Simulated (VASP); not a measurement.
Here is a VASP 6.6.1 calculation.

INCAR

```
SYSTEM = BiC3N3
ALGO = Normal
EDIFF = 1E-6
ENCUT = 1000
GGA = PE
GGA_COMPAT = .FALSE.
ISIF = 2
ISMEAR = 0
LASPH = .TRUE.
LCHARG = .FALSE.
LREAL = .FALSE.
LWAVE = .FALSE.
NBANDS = 30
NELM = 120
NELMDL = -8
PREC = Accurate
SIGMA = 0.01
```

File KPOINTS:

```
k-points
0
G
  1 1 1
  0 0 0
```

POSCAR

```
BiC3N3
1.0
   13.3500000000      0.0000000000      0.0000000000
    0.0000000000     14.0200000000      0.0000000000
    0.0000000000      0.0000000000     10.7600000000
Bi C N
1 3 3
Direct
    0.4457168500      0.5001426500      0.5822035300
    0.5851722800      0.5001426500      0.4674414500
    0.3759887600      0.6151440800      0.4674414500
    0.3759880100      0.3851419400      0.4674414500
    0.6629910100      0.5001426500      0.4182156100
    0.3370794000      0.6793159800      0.4182156100
    0.3370786500      0.3209700400      0.4182156100
```

Potentials or basis: VASP PAW PBE potentials, release 64 (Bi_d, C_h, N_h).

Command:

```console
$ cat potpaw_PBE.64/Bi_d/POTCAR potpaw_PBE.64/C_h/POTCAR potpaw_PBE.64/N_h/POTCAR > POTCAR
$ mpirun -np 1 vasp_gam > vasp.out
```

Problem. Estimate the gap between the frontier levels.

Solution. 4.96 eV.

Problem. What does it give for the largest force?

Solution. 0.042 eV/Å.

Forces on the atoms (eV/Å):
```
Bi  -0.010  0.000 -0.041
C   -0.002  0.000 -0.002
C    0.005 -0.007  0.003
C    0.005  0.007  0.003
N   -0.029  0.000  0.014
N    0.015 -0.025  0.012
N    0.015  0.025  0.012
```

Caveat: spin-orbit coupling is left out, which moves the levels of the heavy elements.
